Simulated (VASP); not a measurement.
# Pd (P6/mmm) in VASP: notebook, part 2 of 3

VASP 6.6.1. Earlier steps stand in the parts before.

### 3 Single point, PBE

The input, INCAR:

```
SYSTEM = Pd
  PREC = Accurate
  ENCUT = 520
  EDIFF = 1E-6
  ISMEAR = -1
  SIGMA = 0.05
  LREAL = .False.
  LASPH = .True.
  NELM = 100
  ALGO = Normal
  ISIF = 2
  LWAVE = .False.
  LCHARG = .False.
  GGA = PE
  NBANDS = 11
```

The input, KPOINTS:

```
Automatic mesh
0
Gamma
  18 18 17
  0 0 0
```

The input, POSCAR:

```
Pd
1.0
    2.3850492503      0.0000000000      0.0000000000
   -1.1925246251      2.0655132400      0.0000000000
    0.0000000000      0.0000000000      2.3026249080
Pd
1
Direct
    0.0000000000      0.0000000000      0.0000000000
```

Potentials or basis: VASP PAW PBE potentials, release 64 (Pd).

On the command line:

```
cat potpaw_PBE.64/Pd/POTCAR > POTCAR
mpirun -np 1 vasp_std > vasp.out
```

OUTCAR:

```text
SYSTEM = Pd
   PREC = Accurate
   ENCUT = 520
   EDIFF = 1E-6
   ISMEAR = -1
   LREAL = .False.
   LASPH = .True.
   NELM = 100
   ISIF = 2
   GGA = PE

 ion  position               nearest neighbor table
   1  0.000  0.000  0.000-

  LATTYP: Found a hexagonal cell.
 ALAT       =     2.3850492503
 C/A-ratio  =     0.9654412410

  Lattice vectors:

 A1 = (   2.3850492503,   0.0000000000,   0.0000000000)
 A2 = (  -1.1925246251,   2.0655132400,   0.0000000000)
 A3 = (   0.0000000000,   0.0000000000,   2.3026249080)

Analysis of symmetry for initial positions (statically):
=====================================================================
 Subroutine PRICEL returns:
 Original cell was already a primitive cell.

 Routine SETGRP: Setting up the symmetry group for a
 hexagonal supercell.

 Subroutine GETGRP returns: Found 24 space group operations
 (whereof 24 operations were pure point group operations)
 out of a pool of 24 trial point group operations.

The static configuration has the point symmetry D_6h.

Analysis of symmetry for dynamics (positions and initial velocities):
=====================================================================
 Subroutine PRICEL returns:
 Original cell was already a primitive cell.

 Routine SETGRP: Setting up the symmetry group for a
 hexagonal supercell.

 Subroutine GETGRP returns: Found 24 space group operations
 (whereof 24 operations were pure point group operations)
 out of a pool of 24 trial point group operations.

The dynamic configuration has the point symmetry D_6h.

 Subroutine INISYM returns: Found 24 space group operations
 (whereof 24 operations are pure point group operations),
 and found     1 'primitive' translations

----------------------------------------------------------------------------------------

                                     Primitive cell

  volume of cell :      11.3435

  direct lattice vectors                    reciprocal lattice vectors
     2.385049250  0.000000000  0.000000000     0.419278554  0.242070586  0.000000000
    -1.192524625  2.065513240  0.000000000     0.000000000  0.484141172  0.000000000
     0.000000000  0.000000000  2.302624908     0.000000000  0.000000000  0.434286972

  length of vectors
     2.385049250  2.385049250  2.302624908     0.484141172  0.484141172  0.434286972

  position of ions in fractional coordinates (direct lattice)
     0.000000000  0.000000000  0.000000000

  ion indices of the primitive-cell ions
   primitive index   ion index
                 1           1

----------------------------------------------------------------------------------------

 KPOINTS: Automatic mesh

Automatic generation of k-mesh.
 Grid dimensions read from file:
 generate k-points for:   18   18   17

 Generating k-lattice:

  Cartesian coordinates                     Fractional coordinates (reciprocal lattice)
     0.023293253  0.013448366  0.000000000     0.055555556  0.000000000  0.000000000
     0.000000000  0.026896732  0.000000000     0.000000000  0.055555556  0.000000000
     0.000000000  0.000000000  0.025546292     0.000000000  0.000000000  0.058823529

  Length of vectors
     0.026896732  0.026896732  0.025546292

  Shift w.r.t. Gamma in fractional coordinates (k-lattice)
     0.000000000  0.000000000  0.000000000

 Subroutine IBZKPT returns following result:
 ===========================================

 Found    333 irreducible k-points:

 Following reciprocal coordinates:
            Coordinates               Weight
  0.000000  0.000000  0.000000      1.000000
  0.055556  0.000000  0.000000      6.000000
  0.111111  0.000000  0.000000      6.000000
  0.166667  0.000000  0.000000      6.000000
  0.222222 -0.000000  0.000000      6.000000
  0.277778  0.000000  0.000000      6.000000
[... 16 lines left out ...]
  0.333333  0.111111  0.000000     12.000000
  0.388889  0.111111  0.000000     12.000000
 [... further k-points ...]
   k-points           NKPTS =    333   k-points in BZ     NKDIM =    333   number of bands    NBANDS=     11
   number of dos      NEDOS =    301   number of ions     NIONS =      1
   total plane-waves  NPLWV =   5832
   dimension x,y,z NGX =    18 NGY =   18 NGZ =   18
   dimension x,y,z NGXF=    36 NGYF=   36 NGZF=   36
   ions per type =               1
   NGX,Y,Z   is equivalent  to a cutoff of  12.55, 12.55, 13.00 a.u.
   NGXF,Y,Z  is equivalent  to a cutoff of  25.09, 25.09, 25.99 a.u.
 SYSTEM =  Pd
   PREC   = accura    normal or accurate (medium, high low for compatibility)
   ISTART =      0    job   : 0-new  1-cont  2-samecut
   ICHARG =      2    charge: 1-file 2-atom 10-const
   ISPIN  =      1    spin polarized calculation?
   LNONCOLLINEAR =      F non collinear calculations
   LSORBIT =      F    spin-orbit coupling
   LASPH  =      T    aspherical Exc in radial PAW
   ENCUT  =  520.0 eV  38.22 Ry    6.18 a.u.   4.43  4.43  4.28*2*pi/ulx,y,z
   NELM   =    100;   NELMIN=  2; NELMDL= -5     # of ELM steps
   EDIFF  = 0.1E-05   stopping-criterion for ELM
   LREAL  =      F    real-space projection
[... 7 lines left out ...]
   TEBEG  =    0.0;   TEEND  =   0.0 temperature during run
   PSTRESS=    0.0 pullay stress
   NELECT =      10.0000    total number of electrons
   NUPDOWN=      -1.0000    fix difference up-down
   EMIN   =  10.00;   EMAX   =-10.00  energy-range for DOS
   EFERMI =   0.00;   METHOD = LEGACY
   ISMEAR =    -1;   SIGMA  =   0.05  broadening in eV -4-tet -1-fermi 0-gaus
   EFERMI_NEDOS =   21; number of points for ismear=-14 and -15
   IALGO  =     38    algorithm
   IMIX   =      4    mixing-type and parameters
     AMIX     =   0.40;   BMIX     =  1.00
     AMIX_MAG =   1.60;   BMIX_MAG =  1.00
  volume/ion in A,a.u.               =      11.34        76.55
  Fermi-wavevector in a.u.,A,eV,Ry     =   1.569731  2.966362 33.525522  2.464056
  Thomas-Fermi vector in A             =   2.671570
   LORBIT       =      0    0 simple, 1 ext, 2 COOP (PROOUT), +10 PAW based schemes
   GGA     = PE    functional components
   LHFCALC =     F    Hartree Fock is set to
   AEXX    =    0.0000 exact exchange contribution
   IVDW    =     0    specifies the selected vdW correction
   LEPSILON=     F    determine dielectric tensor
   LRPA    =     F    only Hartree local field effects (RPA)
 non-spin polarized calculation
  energy-cutoff  :      520.00
  volume of cell :       11.34
 maximum number of plane-waves:       320
 NGX is ok and might be reduce to    18
   NGX =  9   NGY =  9   NGZ =  9

 number of electron      10.0000001 magnetization

 Free energy of the ion-electron system (eV)
  ---------------------------------------------------
  ext. energy  EPLUGINS =         0.00000000
  ---------------------------------------------------
  free energy    TOTEN  =        -3.33477737 eV

  energy without entropy =       -3.32795157  energy(sigma->0) =       -3.33136447

 E-fermi :  15.1561     XC(G=0): -14.8080

 val. band max:       15.1542844869   @ k =   0.3333   0.0556   0.0000
 cond. band min:      15.1567059493   @ k =   0.1111   0.1111   0.0000
 fundamental gap:      0.0024214625
 Fermi energy:        15.1560553324

 k-point     1 :       0.0000    0.0000    0.0000
  band No.  band energies     occupation
      1       5.7351      2.00000
      2       7.1564      2.00000
      3      10.5561      2.00000
      4      10.5561      2.00000
      5      15.4275      0.00874
      6      15.4275      0.00874
      7      32.3862      0.00000
      8      33.6617      0.00000
      9      40.0090      0.00000
     10      41.7310      0.00000
     11      41.7310      0.00000

 k-point     2 :       0.0556    0.0000    0.0000
  band No.  band energies     occupation
      1       5.8874      2.00000
      2       7.2123      2.00000
      3      10.4503      2.00000
      4      10.6783      2.00000
      5      15.3030      0.10062
      6      15.4059      0.01343
      7      32.6344      0.00000
      8      33.9345      0.00000
      9      39.9189      0.00000
     10      40.7279      0.00000
     11      41.2659      0.00000
[... 295 lines left out ...]
 k-point    24 :       0.3889    0.1111    0.0000
  band No.  band energies     occupation
      1       7.2195      2.00000
      2       8.8623      2.00000
      3      12.4110      2.00000
      4      13.1014      2.00000
      5      14.4979      2.00000
      6      17.6753      0.00000
      7      25.2663      0.00000
      8      30.5718      0.00000
      9      36.9504      0.00000
     10      40.0621      0.00000
     11      42.4865      0.00000

 [... further k-points ...]
[... 5 lines left out ...]
  --------------------------------------------------------------------------------------
  -------------------------------------------------------------------------------------
  Total       10.5163671     10.5163671     10.4290660      0.0000000     -0.0000000      0.0000000
  in kB     1485.3465330   1485.3465329   1473.0160088      0.0000000     -0.0000000      0.0000000
  external PRESSURE =    1481.2363583 kB  Pullay stress =       0.0000000 kB

 VOLUME and BASIS-vectors are now :
 -----------------------------------------------------------------------------
  energy-cutoff  :      520.00
  volume of cell :       11.34
      direct lattice vectors                 reciprocal lattice vectors
     2.385049250  0.000000000  0.000000000     0.419278554  0.242070586  0.000000000
    -1.192524625  2.065513240  0.000000000     0.000000000  0.484141172  0.000000000
     0.000000000  0.000000000  2.302624908     0.000000000  0.000000000  0.434286972

 POSITION                                       TOTAL-FORCE (eV/Angst)
 -----------------------------------------------------------------------------------
      0.00000      0.00000      0.00000         0.000000      0.000000      0.000000
 -----------------------------------------------------------------------------------
    total drift:                               -0.000000      0.000000     -0.000000

  FREE ENERGIE OF THE ION-ELECTRON SYSTEM (eV)
  ---------------------------------------------------
  free  energy   TOTEN  =        -3.3347773651 eV

  energy  without entropy=       -3.3279515677  energy(sigma->0) =       -3.33136447
```

stdout:

```text
POSCAR found type information on POSCAR Pd
 POSCAR found :  1 types and       1 ions
 scaLAPACK will be used
 LDA part: xc-table for (Slater+PW92), standard interpolation
 POSCAR, INCAR and KPOINTS ok, starting setup
 FFT: planning ... GRIDC
 FFT: planning ... GRID_SOFT
 FFT: planning ... GRID
 WAVECAR not read
 entering main loop
```

It took 18 s on 1 thread of AMD EPYC 9R45 (Zen 5), shared host; peak memory 0.12 GiB.

Results:

| Item | Value |
| --- | --- |
| Free energy | -3.3348 eV |
| Pressure | 148.1 GPa |
| Band gap on the k mesh | zero (band 5 reaches 17.02 eV, above the bottom of band 6 at 13.13 eV) |

Stress tensor (GPa, compression positive):
```
148.53   0.00   0.00
  0.00 148.53   0.00
  0.00   0.00 147.30
```

[end of part 2 of 3]
